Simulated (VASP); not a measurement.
# Ga2SnO2 (Immm) in VASP: a series of runs

Ga2SnO2 is run at these levels: PBE; tasks: single point, relaxation of cell and atoms.

Program: VASP 6.6.1. These are calculated values, not measurements. Logs are shortened: lines on timing, memory, paths and dates and some standing lists are left out, and cuts for length are marked.

### Step 1. The cell of the first run

Symmetry: Immm, No. 71, orthorhombic system. The conventional cell has a = 2.908 Å, b = 6.666 Å, c = 8.552 Å, α = 90.00°, β = 90.00°, γ = 90.00°. Ga (site symmetry mm2) has 4 O at 2.32 Å and 3 Ga at 2.64 to 2.91 Å within 3.1 Å. Within 3.4 Å of Sn (site symmetry mmm) lie 4 O at 2.55 Å and 2 Sn at 2.91 Å and 4 Ga at 3.29 Å. O (site symmetry m2m) has 4 Ga at 2.32 Å and 3 O at 2.47 to 2.91 Å and 2 Sn at 2.55 Å within 3.1 Å.

The cell was built from a structure type or drawn by symmetry, and may not be a known phase.

### Step 2. Single point, PBE

Contents of INCAR:

```
  PREC = Accurate
  ENCUT = 520
  EDIFF = 1E-7
  ISMEAR = 0
  SIGMA = 0.1
  LREAL = F
  LASPH = T
  NELM = 60
  ALGO = Normal
  ISIF = 2
  LWAVE = F
  LCHARG = T
  GGA = PE
  LELF = T
  LVHAR = T
  NBANDS = 34
```

Contents of KPOINTS:

```
regular mesh
0
Gamma
  6 6 6
```

Contents of POSCAR:

```
Ga2SnO2
1.0
   -1.4538222472      3.3329530628      4.2759362743
    1.4538222472     -3.3329530628      4.2759362743
    1.4538222472      3.3329530628     -4.2759362743
Ga Sn O
2 1 2
Direct
    0.3454869236      0.8454869236      0.5000000000
    0.6545130764      0.1545130764      0.5000000000
    0.0000000000      0.0000000000      0.0000000000
    0.6853082704      0.5000000000      0.1853082704
    0.3146917296      0.5000000000      0.8146917296
```

Potentials or basis: VASP PAW PBE potentials, release 64 (Ga_d, Sn_d, O).

On the command line:

```bash
cat potpaw_PBE.64/Ga_d/POTCAR potpaw_PBE.64/Sn_d/POTCAR potpaw_PBE.64/O/POTCAR > POTCAR
mpirun -np 1 vasp_std > vasp.out
```

OUTCAR:

```text
PREC = Accurate
   ENCUT = 520
   EDIFF = 1E-7
   ISMEAR = 0
   LREAL = F
   LASPH = T
   NELM = 60
   ISIF = 2
   GGA = PE

 ion  position               nearest neighbor table
   1  0.345  0.845  0.500-   4 2.32   5 2.32   4 2.32   5 2.32   2 2.64   3 3.29   3 3.29
   2  0.655  0.155  0.500-   4 2.32   5 2.32   4 2.32   5 2.32   1 2.64   3 3.29   3 3.29
   3  0.000  0.000  0.000-   5 2.55   4 2.55   5 2.55   4 2.55   1 3.29   2 3.29   2 3.29   1 3.29

   4  0.685  0.500  0.185-   1 2.32   2 2.32   2 2.32   1 2.32   3 2.55   3 2.55
   5  0.315  0.500  0.815-   1 2.32   2 2.32   2 2.32   1 2.32   3 2.55   3 2.55

  LATTYP: Found a body centered orthorhombic cell.
 ALAT       =     2.9076444944
 B/A-ratio  =     2.2925450957
 C/A-ratio  =     2.9411685524

  Lattice vectors:

 A1 = (  -1.4538222472,   3.3329530628,   4.2759362743)
 A2 = (   1.4538222472,  -3.3329530628,   4.2759362743)
 A3 = (   1.4538222472,   3.3329530628,  -4.2759362743)

Analysis of symmetry for initial positions (statically):
=====================================================================
 Subroutine PRICEL returns:
 Original cell was already a primitive cell.

 Routine SETGRP: Setting up the symmetry group for a
 body centered orthorhombic supercell.

 Subroutine GETGRP returns: Found  8 space group operations
 (whereof  8 operations were pure point group operations)
 out of a pool of  8 trial point group operations.

The static configuration has the point symmetry D_2h.

Analysis of symmetry for dynamics (positions and initial velocities):
=====================================================================
 Subroutine PRICEL returns:
 Original cell was already a primitive cell.

 Routine SETGRP: Setting up the symmetry group for a
 body centered orthorhombic supercell.

 Subroutine GETGRP returns: Found  8 space group operations
 (whereof  8 operations were pure point group operations)
 out of a pool of  8 trial point group operations.

The dynamic configuration has the point symmetry D_2h.

 Subroutine INISYM returns: Found  8 space group operations
 (whereof  8 operations are pure point group operations),
 and found     1 'primitive' translations

----------------------------------------------------------------------------------------

                                     Primitive cell

  volume of cell :      82.8766

  direct lattice vectors                    reciprocal lattice vectors
    -1.453822247  3.332953063  4.275936274     0.000000000  0.150017114  0.116933455
     1.453822247 -3.332953063  4.275936274     0.343920999  0.000000000  0.116933455
     1.453822247  3.332953063 -4.275936274     0.343920999  0.150017114  0.000000000

  length of vectors
     5.613003320  5.613003320  5.613003320     0.190206644  0.363256227  0.375215656

  position of ions in fractional coordinates (direct lattice)
     0.345486924  0.845486924  0.500000000
     0.654513076  0.154513076  0.500000000
     0.000000000  0.000000000  0.000000000
     0.685308270  0.500000000  0.185308270
     0.314691730  0.500000000  0.814691730

  ion indices of the primitive-cell ions
   primitive index   ion index
                 1           1
                 2           2
                 3           3
                 4           4
                 5           5

----------------------------------------------------------------------------------------

 KPOINTS: regular mesh

Automatic generation of k-mesh.
 Grid dimensions read from file:
 generate k-points for:    6    6    6

 Generating k-lattice:

  Cartesian coordinates                     Fractional coordinates (reciprocal lattice)
     0.000000000  0.025002852  0.019488909     0.166666667  0.000000000  0.000000000
     0.057320167  0.000000000  0.019488909     0.000000000  0.166666667  0.000000000
     0.057320167  0.025002852  0.000000000     0.000000000  0.000000000  0.166666667

  Length of vectors
     0.031701107  0.060542705  0.062535943

  Shift w.r.t. Gamma in fractional coordinates (k-lattice)
     0.000000000  0.000000000  0.000000000

[... 53 lines left out ...]
     34      15.4335      0.00000

 k-point     2 :       0.1667    0.0000   -0.0000
  band No.  band energies     occupation
      1     -16.4244      2.00000
      2     -16.1131      2.00000
      3     -16.0874      2.00000
      4     -16.0143      2.00000
      5     -15.9803      2.00000
      6     -13.2112      2.00000
[... 26 lines left out ...]
     33      14.8985      0.00000
     34      15.5882      0.00000

 k-point     3 :       0.3333   -0.0000    0.0000
  band No.  band energies     occupation
      1     -16.4244      2.00000
      2     -16.1114      2.00000
      3     -16.0872      2.00000
      4     -16.0143      2.00000
      5     -15.9803      2.00000
      6     -13.1931      2.00000
[... 26 lines left out ...]
     33      14.4183      0.00000
     34      14.8769      0.00000

 k-point     4 :       0.5000   -0.0000    0.0000
  band No.  band energies     occupation
      1     -16.4243      2.00000
      2     -16.1106      2.00000
      3     -16.0870      2.00000
      4     -16.0143      2.00000
      5     -15.9803      2.00000
      6     -13.1837      2.00000
[... 26 lines left out ...]
     33      13.9032      0.00000
     34      14.4713      0.00000

 k-point     5 :       0.0000    0.1667   -0.0000
  band No.  band energies     occupation
      1     -16.2944      2.00000
      2     -16.0997      2.00000
      3     -16.0818      2.00000
      4     -16.0630      2.00000
      5     -16.0456      2.00000
      6     -13.0703      2.00000
[... 621 lines left out ...]
 k-point    22 :       0.3333    0.1667    0.1667
  band No.  band energies     occupation
      1     -16.1739      2.00000
      2     -16.1589      2.00000
      3     -16.0735      2.00000
      4     -16.0702      2.00000
      5     -16.0281      2.00000
      6     -12.6599      2.00000
[... 26 lines left out ...]
     33      10.6677      0.00000
     34      11.9846      0.00000

 k-point    23 :      -0.1667    0.1667    0.1667
  band No.  band energies     occupation
      1     -16.1699      2.00000
      2     -16.1589      2.00000
      3     -16.0740      2.00000
      4     -16.0705      2.00000
      5     -16.0284      2.00000
      6     -12.7597      2.00000
[... 26 lines left out ...]
     33      11.0771      0.00000
     34      12.4118      0.00000

 k-point    24 :       0.1667    0.3333    0.1667
  band No.  band energies     occupation
      1     -16.2326      2.00000
      2     -16.2061      2.00000
      3     -16.0646      2.00000
      4     -16.0593      2.00000
      5     -15.8960      2.00000
      6     -12.5077      2.00000
[... 26 lines left out ...]
     33      10.9129      0.00000
     34      11.6656      0.00000

 [... further k-points ...]

------------------------ aborting loop because EDIFF is reached ----------------------------------------

  FORCE on cell =-STRESS in cart. coord.  units (eV):
  Direction    XX          YY          ZZ          XY          YZ          ZX
  --------------------------------------------------------------------------------------
  -------------------------------------------------------------------------------------
  Total        0.0799816      0.1384873      0.1445425      0.0000000      0.0000000      0.0000000
  in kB        1.5462107      2.6772498      2.7943092      0.0000000      0.0000000      0.0000000
  external PRESSURE =       2.3392566 kB  Pullay stress =       0.0000000 kB

 VOLUME and BASIS-vectors are now :
 -----------------------------------------------------------------------------
  energy-cutoff  :      520.00
  volume of cell :       82.88
      direct lattice vectors                 reciprocal lattice vectors
    -1.453822247  3.332953063  4.275936274     0.000000000  0.150017114  0.116933455
     1.453822247 -3.332953063  4.275936274     0.343920999  0.000000000  0.116933455
     1.453822247  3.332953063 -4.275936274     0.343920999  0.150017114  0.000000000

 POSITION                                       TOTAL-FORCE (eV/Angst)
 -----------------------------------------------------------------------------------
      1.45382     -0.00000      2.95456        -0.000000      0.000000     -0.048656
      0.00000      3.33295      1.32138         0.000000      0.000000      0.048656
      0.00000      0.00000      0.00000         0.000000      0.000000      0.000000
     -0.00000      1.23525      4.27594         0.000000      0.023732      0.000000
      1.45382      2.09771     -0.00000         0.000000     -0.023732      0.000000
 -----------------------------------------------------------------------------------
    total drift:                                0.000000      0.000000     -0.000000

  FREE ENERGIE OF THE ION-ELECTRON SYSTEM (eV)
  ---------------------------------------------------
  free  energy   TOTEN  =       -22.2316805793 eV

  energy  without entropy=      -22.2257660380  energy(sigma->0) =      -22.22872331
```

Wall time 88 s (1 thread of Intel Xeon 6975P-C (Granite Rapids), shared host); peak memory 0.33 GiB.

What came out:

```yaml
Free_energy: -22.2317 eV
Pressure: 0.2 GPa
Largest_force: 0.049 eV/Å
Band_gap_on_the_k_mesh: zero (bands 26 and 27 overlap by 0.04 eV)
```

Forces in eV/Å, atoms in the order of the input:
```
Ga   0.000  0.000 -0.049
Ga   0.000  0.000  0.049
Sn   0.000  0.000  0.000
O    0.000  0.024  0.000
O    0.000 -0.024  0.000
```

Levels at points of the mesh, in eV from the Fermi level:
```tsv
k point	band 22	band 23	band 24	band 25	band 26	band 27	band 28	band 29	band 30	band 31
(0.00, 0.00, 0.00)	-3.27	-3.25	-2.54	-1.86	-1.18	2.92	3.05	3.07	3.38	6.05
(0.50, 0.00, 0.00)	-2.96	-2.47	-1.96	-1.34	0.03	0.04	2.43	3.91	4.64	6.89
(0.00, 0.50, 0.00)	-3.55	-2.59	-2.54	-1.94	-0.03	0.23	0.66	3.26	3.71	4.48
(0.50, 0.50, 0.00)	-4.22	-2.88	-2.18	-1.53	-0.44	0.57	1.31	2.15	3.15	4.62
(0.50, 0.50, 0.50)	-3.23	-2.58	-2.05	-1.85	-1.53	0.03	1.83	4.21	6.30	7.10
```

Caveat: the k points lie up to 0.38 Å⁻¹ apart; spin-orbit coupling is left out, which moves the levels of the heavy elements.

### Step 3. Single point, PBE

This run uses another cell than the first one, of 16.90 Å³/atom.

Contents of INCAR:

```
SYSTEM = Ga2SnO2
  ALGO = Normal
  EDIFF = 1E-7
  ENCUT = 520
  GGA = PE
  ISIF = 2
  ISMEAR = 0
  LASPH = .True.
  LCHARG = .False.
  LREAL = .False.
  LWAVE = .False.
  NBANDS = 34
  NELM = 60
  PREC = Accurate
  SIGMA = 0.1
```

Contents of KPOINTS:

```
k-points
0
Gamma
  6 6 6
  0 0 0
```

Contents of POSCAR:

```
Ga2SnO2
1.0
   -2.0447331200      2.5966876500      3.9790306400
    2.0447331200     -2.5966876500      3.9790306400
    2.0447331200      2.5966876500     -3.9790306400
Ga Sn O
2 1 2
Direct
    0.2981535800      0.7981535800      0.5000000000
    0.7018464200      0.2018464200      0.5000000000
    0.0000000000      0.0000000000      0.0000000000
    0.7328089000      0.5000000000      0.2328089000
    0.2671911000      0.5000000000      0.7671911000
```

Potentials or basis: VASP PAW PBE potentials, release 64 (Ga_d, Sn_d, O).

On the command line:

```bash
cat potpaw_PBE.64/Ga_d/POTCAR potpaw_PBE.64/Sn_d/POTCAR potpaw_PBE.64/O/POTCAR > POTCAR
mpirun -np 1 vasp_std > vasp.out
```

Wall time 1.8 min (1 thread of Intel Xeon 6975P-C (Granite Rapids), shared host); peak memory 0.31 GiB.

The run converged. Its results:

```
Free energy            : -19.7851 eV
Pressure               : -2.7 GPa
Largest force          : 0.849 eV/Å
Band gap on the k mesh : zero (bands 26 and 27 overlap by 0.34 eV)
```

Forces in eV/Å, atoms in the order of the input:
```
Ga   0.000  0.000 -0.153
Ga   0.000  0.000  0.153
Sn   0.000  0.000  0.000
O    0.000  0.849  0.000
O    0.000 -0.849  0.000
```

Stress tensor (GPa, compression positive):
```
-10.19   0.00   0.00
  0.00   3.02   0.00
  0.00   0.00  -0.93
```

Levels at points of the mesh, in eV from the Fermi level:
| k point | band 23 | band 24 | band 25 | band 26 | band 27 | band 28 | band 29 | band 30 |
| --- | --- | --- | --- | --- | --- | --- | --- | --- |
| (0.00, 0.00, 0.00) | -2.26 | -1.83 | -0.45 | 0.00 | 0.88 | 0.94 | 2.44 | 2.48 |
| (0.50, 0.00, 0.00) | -2.58 | -1.75 | -0.97 | -0.58 | 0.49 | 3.60 | 3.92 | 4.25 |
| (0.00, 0.50, 0.00) | -1.88 | -1.70 | -0.01 | 0.20 | 1.12 | 2.37 | 2.51 | 3.17 |
| (0.50, 0.50, 0.00) | -2.17 | -0.86 | -0.83 | -0.55 | -0.04 | 2.42 | 2.70 | 5.70 |
| (0.50, 0.50, 0.50) | -1.44 | -1.34 | -0.41 | -0.15 | 0.19 | 3.44 | 4.50 | 4.59 |

Caveat: spin-orbit coupling is left out, which moves the levels of the heavy elements.

### Step 4. Relaxation of cell and atoms, PBE

This run uses another cell than the first one, of 16.90 Å³/atom.

Contents of INCAR:

```
PREC = Accurate
ENCUT = 600
EDIFF = 1E-7
ISMEAR = 0
SIGMA = 0.1
LREAL = False
LASPH = True
NELM = 100
ALGO = Normal
ISIF = 3
LWAVE = False
LCHARG = False
GGA = PE
IBRION = 2
NSW = 90
EDIFFG = -0.04
```

Contents of KPOINTS:

```
regular mesh
0
Gamma
  6 6 6
```

POSCAR is that of step 3.

On the command line:

```bash
cat potpaw_PBE.64/Ga_d/POTCAR potpaw_PBE.64/Sn_d/POTCAR potpaw_PBE.64/O/POTCAR > POTCAR
mpirun -np 1 vasp_std > vasp.out
```

It took 36 min on 1 thread of Intel Xeon 6975P-C (Granite Rapids), shared host; peak memory 0.39 GiB.

It converged, with:

```
Free energy                           : -22.1924 eV
Relaxed volume                        : 16.45 Å³/atom
Relaxed cell                          : a = 5.594 Å, b = 5.594 Å, c = 5.594 Å, α = 149.72°, β = 108.15°, γ = 79.92°
Space group after relaxing (to 0.1 Å) : Immm (No. 71)
Energy gained by relaxing             : 481.0 meV/atom
Ionic steps                           : 39
Pressure after relaxing               : 0.0 GPa
Largest force after relaxing          : 0.023 eV/Å
Band gap on the k mesh                : zero (bands 26 and 27 overlap by 0.17 eV)
```

Forces on the atoms (eV/Å):
```
Ga   0.000  0.000 -0.003
Ga   0.000  0.000  0.003
Sn   0.000  0.000  0.000
O    0.000  0.023  0.000
O    0.000 -0.023  0.000
```

Stress tensor (GPa, compression positive):
```
 0.38  0.00  0.00
 0.00 -0.05  0.00
 0.00  0.00 -0.26
```

Step by step:
```
step  energy change (eV)  largest force (eV/Å)  pressure (GPa)  volume (Å³)
   1              0.0000                0.8491           -2.76        84.51
   2             -0.4190                0.8288           -0.64        80.90
   3             -0.8902                1.5642           19.03        69.77
   4             -1.0088                0.6368            7.14        74.65
   5             -1.0417                0.7909           10.09        73.19
   6             -1.1883                0.8446           10.43        73.42
   7             -1.4223                1.2172           12.98        73.82
   8             -1.6810                0.8938            7.92        76.98
   9             -1.8990                0.6755            0.60        83.25
  10             -1.9042                0.6492           -0.36        84.31
  11             -1.9044                0.6442           -0.55        84.53
  12             -1.9242                0.5946           -0.49        84.52
  13             -1.9722                0.4492           -0.25        84.48
  14             -2.0168                0.2254            0.62        84.36
  15             -2.0174                0.2591            0.77        84.34
  16             -2.0283                0.1458           -0.29        85.34
  17             -2.0306                0.1111           -0.99        86.09
  18             -2.0414                0.0936           -0.76        85.61
  19             -2.0607                0.1567            0.16        84.14
  20             -2.0628                0.2317            0.71        83.45
  21             -2.0698                0.2701            0.53        83.43
  22             -2.0894                0.4048            0.29        83.34
  23             -2.0777                0.8704            0.95        83.11
  24             -2.0973                0.4501            0.29        83.29
  25             -2.0995                0.5158            0.50        83.24
  26             -2.1066                0.5527            0.53        83.29
  27             -2.1217                0.6937            0.47        83.46
  28             -2.1485                0.6903            0.31        83.64
  29             -2.2233                0.7763           -0.53        84.17
  30             -2.2517                0.9874           -1.42        85.20
  31             -2.2650                0.9033           -1.30        84.79
  32             -2.3404                0.5955           -1.14        84.28
  33             -2.3791                0.3917           -0.79        83.66
  34             -2.3796                0.4294           -0.71        83.58
  35             -2.3960                0.2333           -0.46        83.13
  36             -2.4033                0.0933           -0.11        82.56
  37             -2.4033                0.0916           -0.08        82.54
  38             -2.4043                0.0610           -0.06        82.45
  39             -2.4052                0.0229            0.03        82.26
```

Final structure:
```
CELL_PARAMETERS angstrom
-1.46103 3.28245 4.28803
1.46103 -3.28245 4.28803
1.46103 3.28245 -4.28803
ATOMIC_POSITIONS crystal
Ga 0.34410 0.84410 0.50000
Ga 0.65590 0.15590 0.50000
Sn 0.00000 0.00000 0.00000
O 0.68753 0.50000 0.18753
O 0.31247 0.50000 0.81247
```

Levels at points of the mesh, in eV from the Fermi level:
| k point | band 23 | band 24 | band 25 | band 26 | band 27 | band 28 | band 29 | band 30 |
| --- | --- | --- | --- | --- | --- | --- | --- | --- |
| (0.00, 0.00, 0.00) | -3.23 | -2.62 | -1.93 | -1.07 | 2.84 | 3.03 | 3.07 | 3.39 |
| (0.50, 0.00, 0.00) | -2.54 | -2.05 | -1.34 | 0.08 | 0.10 | 2.47 | 4.00 | 4.66 |
| (0.00, 0.50, 0.00) | -2.63 | -2.57 | -1.94 | -0.08 | 0.36 | 0.68 | 3.21 | 3.61 |
| (0.50, 0.50, 0.00) | -2.96 | -2.03 | -1.58 | -0.46 | 0.49 | 1.46 | 2.08 | 3.24 |
| (0.50, 0.50, 0.50) | -2.67 | -2.02 | -1.92 | -1.50 | -0.04 | 1.79 | 4.27 | 6.50 |

Caveat: spin-orbit coupling is left out, which moves the levels of the heavy elements.

### Step 5. Summary

| task | cell | cutoff (eV) | gap on the mesh (eV) | pressure (GPa) | largest force (eV/Å) |
| --- | --- | --- | --- | --- | --- |
| single point | a = 5.613 Å, angles 150.0, 107.1, 80.8°, 5 atoms, atomic positions A | 520 | none | 0.2 | 0.05 |
| single point | a = 5.173 Å, angles 133.4, 119.7, 79.4°, 5 atoms, atomic positions B | 520 | none | -2.7 | 0.85 |
| relaxation of cell and atoms | relaxed from a = 5.173 Å, angles 133.4, 119.7, 79.4°, 5 atoms, atomic positions B | 600 | none | 0.0 | 0.02 |

Alike in all rows: level PBE; potentials or basis VASP PAW PBE potentials, release 64 (Ga_d, Sn_d, O); no spin polarisation; k mesh 6 × 6 × 6; smearing gaussian 0.1 eV.

Caveats: some runs use coarse meshes; spin-orbit coupling is left out, which moves the levels of the heavy elements.

Absolute energies hang on the potentials; compare differences alone.
